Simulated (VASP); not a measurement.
# TaZn2B3 (P4/mmm) in VASP: notebook

The runs below take TaZn2B3 through single point, with PBE.

All numbers are computed with VASP 6.6.1; they aren't measurements. Logs are shortened: lines on timing, memory, paths and dates and some standing lists are left out, and cuts for length are marked.

## (1) The cell of the first run

Symmetry: P4/mmm, No. 123, tetragonal system. Conventional cell: a = 3.165 Å, b = 3.165 Å, c = 7.386 Å, α = 90.00°, β = 90.00°, γ = 90.00°. Ta (site symmetry 4/mmm) has 2 B at 1.72 Å and 4 Zn at 2.24 Å within 2.3 Å. Zn (site symmetry 4/mmm) has 4 Ta at 2.24 Å and 8 B at 2.82 Å within 3.0 Å. Zn (site symmetry 4/mmm) has 12 B at 2.24 to 2.98 Å within 3.0 Å. B (site symmetry 4mm) has 1 Ta at 1.72 Å and 1 B at 1.97 Å within 2.3 Å. Within 2.6 Å of B (site symmetry 4/mmm) lie 2 B at 1.97 Å and 4 Zn at 2.24 Å.

The cell was generated, and may not be a known phase.

## (2) Single point, PBE

INCAR reads:

```
PREC = Accurate
ENCUT = 520
EDIFF = 1E-6
ISMEAR = 0
SIGMA = 0.1
LREAL = False
LASPH = True
NELM = 60
ALGO = Normal
ISIF = 2
LWAVE = False
LCHARG = False
GGA = PE
NBANDS = 31
```

KPOINTS reads:

```
regular mesh
0
Gamma
  6 6 4
```

POSCAR reads:

```
TaZn2B3
1.0
    3.1654351300      0.0000000000      0.0000000000
    0.0000000000      3.1654351300      0.0000000000
    0.0000000000      0.0000000000      7.3857114700
Ta Zn B
1 2 3
Direct
    0.0000000000      0.0000000000      0.5000000000
    0.5000000000      0.5000000000      0.5000000000
    0.5000000000      0.5000000000      0.0000000000
    0.0000000000      0.0000000000      0.7328234500
    0.0000000000      0.0000000000      0.2671765500
    0.0000000000      0.0000000000      0.0000000000
```

Potentials or basis: VASP PAW PBE potentials, release 64 (Ta_pv, Zn, B).

Run with:

```sh
> cat potpaw_PBE.64/Ta_pv/POTCAR potpaw_PBE.64/Zn/POTCAR potpaw_PBE.64/B/POTCAR > POTCAR
> mpirun -np 1 vasp_std > vasp.out
```

OUTCAR:

```text
PREC = Accurate
   ENCUT = 520
   EDIFF = 1E-6
   ISMEAR = 0
   LREAL = False
   LASPH = True
   NELM = 60
   ISIF = 2
   GGA = PE

 ion  position               nearest neighbor table
   1  0.000  0.000  0.500-   4 1.72   5 1.72   2 2.24   2 2.24   2 2.24   2 2.24
   2  0.500  0.500  0.500-   1 2.24   1 2.24   1 2.24   1 2.24
   3  0.500  0.500  0.000-   6 2.24   6 2.24   6 2.24   6 2.24
   4  0.000  0.000  0.733-   1 1.72   6 1.97
   5  0.000  0.000  0.267-   1 1.72   6 1.97
   6  0.000  0.000  0.000-   4 1.97   5 1.97   3 2.24   3 2.24   3 2.24   3 2.24

  LATTYP: Found a simple tetragonal cell.
 ALAT       =     3.1654351300
 C/A-ratio  =     2.3332373486

  Lattice vectors:

 A1 = (   3.1654351300,   0.0000000000,   0.0000000000)
 A2 = (   0.0000000000,   3.1654351300,   0.0000000000)
 A3 = (   0.0000000000,   0.0000000000,   7.3857114700)

Analysis of symmetry for initial positions (statically):
=====================================================================
 Subroutine PRICEL returns:
 Original cell was already a primitive cell.

 Routine SETGRP: Setting up the symmetry group for a
 simple tetragonal supercell.

 Subroutine GETGRP returns: Found 16 space group operations
 (whereof 16 operations were pure point group operations)
 out of a pool of 16 trial point group operations.

The static configuration has the point symmetry D_4h.

Analysis of symmetry for dynamics (positions and initial velocities):
=====================================================================
 Subroutine PRICEL returns:
 Original cell was already a primitive cell.

 Routine SETGRP: Setting up the symmetry group for a
 simple tetragonal supercell.

 Subroutine GETGRP returns: Found 16 space group operations
 (whereof 16 operations were pure point group operations)
 out of a pool of 16 trial point group operations.

The dynamic configuration has the point symmetry D_4h.

 Subroutine INISYM returns: Found 16 space group operations
 (whereof 16 operations are pure point group operations),
 and found     1 'primitive' translations

----------------------------------------------------------------------------------------

                                     Primitive cell

  volume of cell :      74.0047

  direct lattice vectors                    reciprocal lattice vectors
     3.165435130  0.000000000  0.000000000     0.315912334  0.000000000  0.000000000
     0.000000000  3.165435130  0.000000000     0.000000000  0.315912334  0.000000000
     0.000000000  0.000000000  7.385711470     0.000000000  0.000000000  0.135396570

  length of vectors
     3.165435130  3.165435130  7.385711470     0.315912334  0.315912334  0.135396570

  position of ions in fractional coordinates (direct lattice)
     0.000000000  0.000000000  0.500000000
     0.500000000  0.500000000  0.500000000
     0.500000000  0.500000000  0.000000000
     0.000000000  0.000000000  0.732823450
     0.000000000  0.000000000  0.267176550
     0.000000000  0.000000000  0.000000000

  ion indices of the primitive-cell ions
   primitive index   ion index
                 1           1
                 2           2
                 3           3
                 4           4
                 5           5
                 6           6

----------------------------------------------------------------------------------------

 KPOINTS: regular mesh

Automatic generation of k-mesh.
 Grid dimensions read from file:
 generate k-points for:    6    6    4

 Generating k-lattice:

  Cartesian coordinates                     Fractional coordinates (reciprocal lattice)
     0.052652056  0.000000000  0.000000000     0.166666667  0.000000000  0.000000000
     0.000000000  0.052652056  0.000000000     0.000000000  0.166666667  0.000000000
     0.000000000  0.000000000  0.033849142     0.000000000  0.000000000  0.250000000

  Length of vectors
     0.052652056  0.052652056  0.033849142

  Shift w.r.t. Gamma in fractional coordinates (k-lattice)
     0.000000000  0.000000000  0.000000000

 Subroutine IBZKPT returns following result:
 ===========================================

 Found     30 irreducible k-points:

 Following reciprocal coordinates:
            Coordinates               Weight
  0.000000  0.000000  0.000000      1.000000
  0.166667  0.000000  0.000000      4.000000
  0.333333  0.000000  0.000000      4.000000
  0.500000  0.000000  0.000000      2.000000
  0.166667  0.166667  0.000000      4.000000
  0.333333  0.166667  0.000000      8.000000
[... 16 lines left out ...]
  0.333333  0.000000  0.500000      4.000000
  0.500000  0.000000  0.500000      2.000000
 [... further k-points ...]
   k-points           NKPTS =     30   k-points in BZ     NKDIM =     30   number of bands    NBANDS=     31
   number of dos      NEDOS =    301   number of ions     NIONS =      6
   total plane-waves  NPLWV =  32256
   dimension x,y,z NGX =    24 NGY =   24 NGZ =   56
   dimension x,y,z NGXF=    48 NGYF=   48 NGZF=  112
   ions per type =               1   2   3
   NGX,Y,Z   is equivalent  to a cutoff of  12.60, 12.60, 12.61 a.u.
   NGXF,Y,Z  is equivalent  to a cutoff of  25.21, 25.21, 25.21 a.u.
 SYSTEM =  unknown system
   PREC   = accura    normal or accurate (medium, high low for compatibility)
   ISTART =      0    job   : 0-new  1-cont  2-samecut
   ICHARG =      2    charge: 1-file 2-atom 10-const
   ISPIN  =      1    spin polarized calculation?
   LNONCOLLINEAR =      F non collinear calculations
   LSORBIT =      F    spin-orbit coupling
   LASPH  =      T    aspherical Exc in radial PAW
   ENCUT  =  520.0 eV  38.22 Ry    6.18 a.u.   5.89  5.89 13.73*2*pi/ulx,y,z
   NELM   =     60;   NELMIN=  2; NELMDL= -5     # of ELM steps
   EDIFF  = 0.1E-05   stopping-criterion for ELM
   LREAL  =      F    real-space projection
   EDIFFG = 0.1E-04   stopping-criterion for IOM
   NSW    =      0    number of steps for IOM
   IBRION =     -1    ionic relax: 0-MD 1-quasi-New 2-CG
   NFREE  =      0    steps in history (QN), initial steepest desc. (CG)
   ISIF   =      2    stress and relaxation
   ISYM   =      2    0-nonsym 1-usesym 2-fastsym
   POTIM  = 0.5000    time-step for ionic-motion
   TEBEG  =    0.0;   TEEND  =   0.0 temperature during run
   PSTRESS=    0.0 pullay stress
   NELECT =      44.0000    total number of electrons
   NUPDOWN=      -1.0000    fix difference up-down
   EMIN   =  10.00;   EMAX   =-10.00  energy-range for DOS
   EFERMI =   0.00;   METHOD = LEGACY
   ISMEAR =     0;   SIGMA  =   0.10  broadening in eV -4-tet -1-fermi 0-gaus
   EFERMI_NEDOS =   21; number of points for ismear=-14 and -15
   IALGO  =     38    algorithm
   IMIX   =      4    mixing-type and parameters
     AMIX     =   0.40;   BMIX     =  1.00
     AMIX_MAG =   1.60;   BMIX_MAG =  1.00
  volume/ion in A,a.u.               =      12.33        83.23
  Fermi-wavevector in a.u.,A,eV,Ry     =   1.376594  2.601386 25.783205  1.895012
  Thomas-Fermi vector in A             =   2.501825
   LORBIT       =      0    0 simple, 1 ext, 2 COOP (PROOUT), +10 PAW based schemes
   GGA     = PE    functional components
   LHFCALC =     F    Hartree Fock is set to
   AEXX    =    0.0000 exact exchange contribution
   IVDW    =     0    specifies the selected vdW correction
   LEPSILON=     F    determine dielectric tensor
   LRPA    =     F    only Hartree local field effects (RPA)
 non-spin polarized calculation
 Gauss-broadening in eV      SIGMA  =   0.10
  energy-cutoff  :      520.00
  volume of cell :       74.00
 maximum number of plane-waves:      2020
 NGX is ok and might be reduce to    24
   NGX = 11   NGY = 11   NGZ = 27

 number of electron      44.0000037 magnetization

 Free energy of the ion-electron system (eV)
  ---------------------------------------------------
  ext. energy  EPLUGINS =         0.00000000
  ---------------------------------------------------
  free energy    TOTEN  =       -19.53588694 eV

  energy without entropy =      -19.52978700  energy(sigma->0) =      -19.53283697

 E-fermi :   3.6137     XC(G=0): -11.4301

 val. band max:        3.6059343305   @ k =   0.5000   0.5000   0.2500
 cond. band min:       3.6929834548   @ k =   0.1667   0.1667   0.0000
 fundamental gap:      0.0870491242
 Fermi energy:         3.6137295722

 k-point     1 :       0.0000    0.0000    0.0000
  band No.  band energies     occupation
      1     -30.0600      2.00000
      2     -28.9994      2.00000
      3     -28.9994      2.00000
      4      -7.4026      2.00000
      5      -5.4372      2.00000
      6      -5.2392      2.00000
[... 23 lines left out ...]
     30      11.9553      0.00000
     31      11.9553      0.00000

 k-point     2 :       0.1667    0.0000    0.0000
  band No.  band energies     occupation
      1     -30.0510      2.00000
      2     -29.1146      2.00000
      3     -29.0054      2.00000
      4      -7.0364      2.00000
      5      -5.2005      2.00000
      6      -4.9877      2.00000
[... 23 lines left out ...]
     30      11.6412      0.00000
     31      12.0749      0.00000

 k-point     3 :       0.3333    0.0000    0.0000
  band No.  band energies     occupation
      1     -30.0329      2.00000
      2     -29.3378      2.00000
      3     -29.0173      2.00000
      4      -6.0286      2.00000
      5      -4.6898      2.00000
      6      -4.4903      2.00000
[... 23 lines left out ...]
     30      11.1564      0.00000
     31      12.2575      0.00000

 k-point     4 :       0.5000    0.0000    0.0000
  band No.  band energies     occupation
      1     -30.0238      2.00000
      2     -29.4461      2.00000
      3     -29.0232      2.00000
      4      -5.0257      2.00000
      5      -4.4150      2.00000
      6      -4.2072      2.00000
[... 635 lines left out ...]
     30      11.8989      0.00000
     31      12.4333      0.00000

 k-point    23 :       0.3333    0.0000    0.5000
  band No.  band energies     occupation
      1     -30.0329      2.00000
      2     -29.3378      2.00000
      3     -29.0173      2.00000
      4      -5.8291      2.00000
      5      -4.6953      2.00000
      6      -4.5556      2.00000
[... 23 lines left out ...]
     30      11.4411      0.00000
     31      12.4430      0.00000

 k-point    24 :       0.5000    0.0000    0.5000
  band No.  band energies     occupation
      1     -30.0238      2.00000
      2     -29.4461      2.00000
      3     -29.0232      2.00000
      4      -4.7993      2.00000
      5      -4.4103      2.00000
      6      -4.2345      2.00000
[... 23 lines left out ...]
     30      11.2781      0.00000
     31      12.3219      0.00000

 [... further k-points ...]

------------------------ aborting loop because EDIFF is reached ----------------------------------------

  FORCE on cell =-STRESS in cart. coord.  units (eV):
  Direction    XX          YY          ZZ          XY          YZ          ZX
  --------------------------------------------------------------------------------------
  -------------------------------------------------------------------------------------
  Total       23.2882021     23.2882021     19.3622467      0.0000000      0.0000000      0.0000000
  in kB      504.1820403    504.1820403    419.1863743      0.0000000      0.0000000      0.0000000
  external PRESSURE =     475.8501516 kB  Pullay stress =       0.0000000 kB

 VOLUME and BASIS-vectors are now :
 -----------------------------------------------------------------------------
  energy-cutoff  :      520.00
  volume of cell :       74.00
      direct lattice vectors                 reciprocal lattice vectors
     3.165435130  0.000000000  0.000000000     0.315912334  0.000000000  0.000000000
     0.000000000  3.165435130  0.000000000     0.000000000  0.315912334  0.000000000
     0.000000000  0.000000000  7.385711470     0.000000000  0.000000000  0.135396570

 POSITION                                       TOTAL-FORCE (eV/Angst)
 -----------------------------------------------------------------------------------
      0.00000      0.00000      3.69286        -0.000000      0.000000      0.000000
      1.58272      1.58272      3.69286        -0.000000      0.000000      0.000000
      1.58272      1.58272      0.00000        -0.000000      0.000000      0.000000
      0.00000      0.00000      5.41242        -0.000000      0.000000     10.796836
      0.00000      0.00000      1.97329         0.000000     -0.000000    -10.796836
      0.00000      0.00000      0.00000        -0.000000      0.000000      0.000000
 -----------------------------------------------------------------------------------
    total drift:                                0.000000     -0.000000     -0.000000

  FREE ENERGIE OF THE ION-ELECTRON SYSTEM (eV)
  ---------------------------------------------------
  free  energy   TOTEN  =       -19.5358869421 eV

  energy  without entropy=      -19.5297870013  energy(sigma->0) =      -19.53283697
```

Wall time 68 s (1 thread of AMD EPYC 7R13, shared host); peak memory 0.19 GiB.

Results:

- Free energy: -19.5359 eV
- Pressure: 47.6 GPa
- Largest force: 10.797 eV/Å
- Band gap on the k mesh: zero (bands 22 and 23 overlap by 2.68 eV)

Forces in eV/Å, atoms in the order of the input:
```
Ta    0.000   0.000   0.000
Zn    0.000   0.000   0.000
Zn    0.000   0.000   0.000
B     0.000   0.000  10.797
B     0.000   0.000 -10.797
B     0.000   0.000   0.000
```

Stress tensor (GPa, compression positive):
```
50.42  0.00  0.00
 0.00 50.42  0.00
 0.00  0.00 41.92
```

Caveat: the stress differs along the axes, from 42 to 50 GPa; spin-orbit coupling is left out, which moves the levels of the heavy elements; forces of over 1 eV/Å act on the atoms, so gaps and moduli don't describe the material at rest.

## (3) Single point, PBE

This run uses another cell than the first one, of 16.23 Å³/atom.

INCAR reads:

```
SYSTEM = TaZn2B3
ALGO = Normal
EDIFF = 1E-7
ENCUT = 520
GGA = PE
ISIF = 2
ISMEAR = 0
LASPH = .TRUE.
LCHARG = .TRUE.
LELF = .TRUE.
LREAL = .FALSE.
LVHAR = .TRUE.
LWAVE = .FALSE.
NBANDS = 31
NELM = 60
PREC = Accurate
SIGMA = 0.1
```

KPOINTS reads:

```
k-points
0
G
  6 6 4
  0 0 0
```

POSCAR reads:

```
TaZn2B3
1.0
    3.5637645895      0.0000000000      0.0000000000
    0.0000000000      3.5637645895      0.0000000000
    0.0000000000      0.0000000000      7.6656486280
Ta Zn B
1 2 3
Direct
    0.0000000000      0.0000000000      0.5000000000
    0.5000000000      0.5000000000      0.5000000000
    0.5000000000      0.5000000000      0.0000000000
    0.0000000000      0.0000000000      0.7935703387
    0.0000000000      0.0000000000      0.2064296613
    0.0000000000      0.0000000000      0.0000000000
```

Potentials or basis: VASP PAW PBE potentials, release 64 (Ta_pv, Zn, B).

Run with:

```sh
> cat potpaw_PBE.64/Ta_pv/POTCAR potpaw_PBE.64/Zn/POTCAR potpaw_PBE.64/B/POTCAR > POTCAR
> mpirun -np 1 vasp_std > vasp.out
```

It took 2.1 min on 1 thread of AMD EPYC 7R13, shared host; peak memory 0.23 GiB.

It converged, with:

```yaml
Free_energy: -27.2974 eV
Pressure: 0.2 GPa
Largest_force: 0.007 eV/Å
Band_gap_on_the_k_mesh: zero (bands 22 and 23 overlap by 1.64 eV)
```

Forces on the atoms (eV/Å):
```
Ta   0.000  0.000  0.000
Zn   0.000  0.000  0.000
Zn   0.000  0.000  0.000
B    0.000  0.000 -0.007
B    0.000  0.000  0.007
B    0.000  0.000  0.000
```

Stress tensor (GPa, compression positive):
```
0.26 0.00 0.00
0.00 0.26 0.00
0.00 0.00 0.09
```

Levels at points of the mesh, in eV from the Fermi level:
| k point | band 19 | band 20 | band 21 | band 22 | band 23 | band 24 | band 25 | band 26 |
| --- | --- | --- | --- | --- | --- | --- | --- | --- |
| (0.00, 0.00, 0.00) | -0.57 | -0.57 | -0.09 | 0.85 | 0.85 | 1.00 | 2.86 | 4.64 |
| (0.50, 0.00, 0.00) | -2.58 | -2.35 | -0.48 | -0.33 | 0.66 | 1.01 | 1.97 | 3.26 |
| (0.50, 0.50, 0.00) | -3.35 | -0.95 | -0.95 | -0.71 | 0.10 | 0.58 | 0.58 | 2.80 |
| (0.00, 0.00, 0.50) | -0.77 | -0.77 | -0.09 | 0.90 | 1.94 | 1.94 | 2.58 | 2.58 |
| (0.50, 0.00, 0.50) | -2.09 | -1.51 | -1.12 | -0.32 | 0.17 | 0.39 | 2.39 | 3.17 |
| (0.50, 0.50, 0.50) | -2.58 | -0.92 | -0.68 | -0.58 | -0.58 | 0.31 | 0.31 | 2.77 |

Caveat: spin-orbit coupling is left out, which moves the levels of the heavy elements.

The gap in the log of VASP goes by the Fermi energy; the results here count the filled bands.